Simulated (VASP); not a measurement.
Here is a VASP 6.6.1 calculation.

Contents of INCAR:

```
SYSTEM = Gd
PREC = Accurate ; ENCUT = 520
EDIFF = 1E-6 ; ISMEAR = -1
SIGMA = 0.05 ; LREAL = .False.
LASPH = .True. ; NELM = 150
ALGO = Normal ; ISIF = 2
LWAVE = .False. ; LCHARG = .False.
ISPIN = 2 ; MAGMOM = 7.214 7.214
LORBIT = 11 ; LMAXMIX = 6
GGA = CA ; NBANDS = 29
```

File KPOINTS:

```
Automatic mesh
0
Gamma
  14 14 8
  0 0 0
```

The input POSCAR:

```
Gd
1.0
    3.3388086117      0.0000000000      0.0000000000
   -1.6694043058      2.8914930761      0.0000000000
    0.0000000000      0.0000000000      5.3536606113
Gd
2
Direct
    0.3333333333      0.6666666667      0.2500000000
    0.6666666667      0.3333333333      0.7500000000
```

Potentials or basis: VASP PAW PBE potentials, release 64 (Gd).

Run with:

```sh
$ cat potpaw_PBE.64/Gd/POTCAR > POTCAR
$ mpirun -np 1 vasp_std > vasp.out
```

**Question.** Estimate the net moment.

**Answer.** 14.40 μB per cell.

**Question.** What does it give for the pressure?

**Answer.** 5.7 GPa.

**Question.** What does it give for the site moments?

**Answer.** Gd +6.85 μB.

Stress tensor (GPa, compression positive):
```
5.61 0.00 0.00
0.00 5.61 0.00
0.00 0.00 5.98
```

Caveat: the cell stands under pressure; the PAW data sets were made with another functional, which shifts forces and pressure a little. The state reached can hang on the start; a lower one may exist.
